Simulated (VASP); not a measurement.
Here is a VASP 6.6.1 calculation.

Contents of INCAR:

```
SYSTEM = AgCl
  PREC = Accurate
  ENCUT = 520
  EDIFF = 1E-8
  ISMEAR = -1
  SIGMA = 0.01
  LREAL = .False.
  LASPH = .True.
  NELM = 60
  ALGO = Normal
  ISIF = 2
  LWAVE = .False.
  LCHARG = .False.
  GGA = PS
  LEFG = .True.
  NBANDS = 16
```

Contents of KPOINTS:

```
regular mesh
0
Gamma
  9 9 9
  0 0 0
```

The input POSCAR:

```
AgCl
1.0
    0.0277315000      2.7870157500      2.7870157500
    2.7870157500      0.0277315000      2.7870157500
    2.7870157500      2.7870157500      0.0277315000
Ag Cl
1 1
Direct
    0.5000000000      0.5000000000      0.5000000000
    0.0000000000      0.0000000000      0.0000000000
```

Potentials or basis: VASP PAW PBE potentials, release 64 (Ag, Cl).

Launch:

```bash
$ cat potpaw_PBE.64/Ag/POTCAR potpaw_PBE.64/Cl/POTCAR > POTCAR
$ mpirun -np 1 vasp_std > vasp.out
```

Estimate the pressure.

-2.7 GPa.

Predict the band gap on the k mesh.

0.76 eV, indirect (least direct gap 2.99 eV).

Stress tensor (GPa, compression positive):
```
-2.74 -0.07 -0.07
-0.07 -2.74 -0.07
-0.07 -0.07 -2.74
```

Caveat: the cell differs from its parent crystal (equal xy, yz and zx shear strains of +1 %); without QUAD_EFG the Cq values of the log hold for a quadrupole moment of 1 mb, not for the nuclei; the PAW data sets were made with another functional, which shifts forces and pressure a little. A k mesh can miss the band edges.
